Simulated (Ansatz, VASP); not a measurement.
# Two plane-wave programs on SnO2

File INCAR:

```
SYSTEM = SnO2
PREC = Accurate
ENCUT = 520
EDIFF = 1E-6
ISMEAR = 0
SIGMA = 0.05
LREAL = .FALSE.
LASPH = .TRUE.
NELM = 100
ALGO = Normal
ISIF = 2
LWAVE = .FALSE.
LCHARG = .TRUE.
GGA = PS
LELF = .TRUE.
LVHAR = .TRUE.
NBANDS = 20
```

The input KPOINTS:

```
regular mesh
0
G
  12 12 12
  0 0 0
```

The input POSCAR:

```
SnO2
1.0
    1.5519000000      0.8959898828      4.6455666667
   -1.5519000000      0.8959898828      4.6455666667
    0.0000000000     -1.7919797655      4.6455666667
Sn O
1 2
Direct
    0.5000000000      0.5000000000      0.5000000000
    0.2414378084      0.2414378084      0.2414378084
    0.7585621916      0.7585621916      0.7585621916
```

Input for Ansatz:

```yaml
crystal:
  lattice:
    - [1.5519, 0.8959898828, 4.6455666667]
    - [-1.5519, 0.8959898828, 4.6455666667]
    - [0.0, -1.7919797655, 4.6455666667]
  atoms:
    - { symbol: Sn, position: [0.5, 0.5, 0.5] }
    - { symbol: O, position: [0.2414378084, 0.2414378084, 0.2414378084] }
    - { symbol: O, position: [0.7585621916, 0.7585621916, 0.7585621916] }
basis:
  ecutwfc: 520.0
kpoints:
  mp_grid: { grid: [12, 12, 12] }
hamiltonian:
  xc: pbesol
  pseudopotentials: { kind: paw, azcp: { folder: soft_1 } }
scf:
  occupations: { method: gaussian, width: 0.05 }
output:
  forces: true
  stress: true
  eigenvalues: true
```

Alike in both runs: task single point; functional PBEsol; k mesh 12 × 12 × 12; occupations gaussian, width 0.05 eV; no spin polarisation.

|  | VASP | Ansatz |
| --- | --- | --- |
| version | VASP 6.6.1 | Ansatz 0.2.0 |
| potentials or method | VASP PAW PBE potentials, release 64 (Sn_d, O), cutoff 520 eV | scalar-relativistic, plane waves, PAW |
| valence electrons in the cell | 26 | 26 |

```tsv
	VASP	Ansatz	Ansatz less VASP
gap on the k mesh at the Fermi level (eV)	2.45	2.47	+0.021
least direct gap on the mesh (eV)	2.59	2.60	+0.015
pressure (GPa)	9.7	8.8	-0.88
traceless stress, the component that is largest in VASP (GPa)	-8.73	-8.25	+0.485
rms of the force components (eV/Å)	0.040	0.004	-0.0358
```

VASP's potentials were made for PBE, not for PBEsol, and Ansatz warns of the same on its side. Atom by atom the forces differ by 0.036 eV/Å (rms over components). With one functional, cell and mesh, what is left measures potentials, basis and numerics.
